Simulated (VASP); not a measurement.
Runs of VASP 6.6.1 on W. The structure is that of space group P6/mmm (No. 191), or close to it. The cells are those of the table. This isn't the form of W at room conditions, which is bcc.

```tsv
cell	k mesh	gap on the mesh (eV)	pressure (GPa)
a = 4.558, b = 4.558, c = 2.538 Å, angles 90.0, 90.0, 120.0°, 3 atoms	9 × 9 × 14	none	28.5
a = 4.809, b = 4.809, c = 2.677 Å, angles 90.0, 90.0, 120.0°, 3 atoms	9 × 9 × 14	none	-17.7
a = 4.749, b = 4.749, c = 2.644 Å, angles 90.0, 90.0, 120.0°, 3 atoms	9 × 9 × 14	none	-9.5
a = 4.624, b = 4.624, c = 2.574 Å, angles 90.0, 90.0, 120.0°, 3 atoms	9 × 9 × 14	none	(b)
a = 4.491, b = 4.491, c = 2.501 Å, angles 90.0, 90.0, 120.0°, 3 atoms	9 × 9 × 14	none	47.3
a = 4.867, b = 4.867, c = 2.710 Å, angles 90.0, 90.0, 120.0°, 3 atoms	9 × 9 × 14	none	-24.3
a = 4.687, b = 4.687, c = 2.610 Å, angles 90.0, 90.0, 120.0°, 3 atoms	8 × 8 × 11	none	(a)
a = 4.687, b = 4.687, c = 2.610 Å, angles 90.0, 90.0, 120.0°, 3 atoms	9 × 9 × 14	none	0.6
```

Alike in all rows: task single point; level PBE; potentials or basis VASP PAW PBE potentials, release 64 (W_sv); no spin polarisation; cutoff (eV) 520; smearing fermi-dirac 0.1 eV.

Q: Fill in the values left out.

A: (a) 0.5; (b) 13.1.

Caveats: spin-orbit coupling is left out, which moves the levels of the heavy elements; the cell stands under pressure (at least some runs); the cell stands under tension (at least some runs).

A k mesh can miss the band edges, and the runs leave out spin-orbit coupling on W.

A gap of «none» marks levels without a gap at the run's occupations.
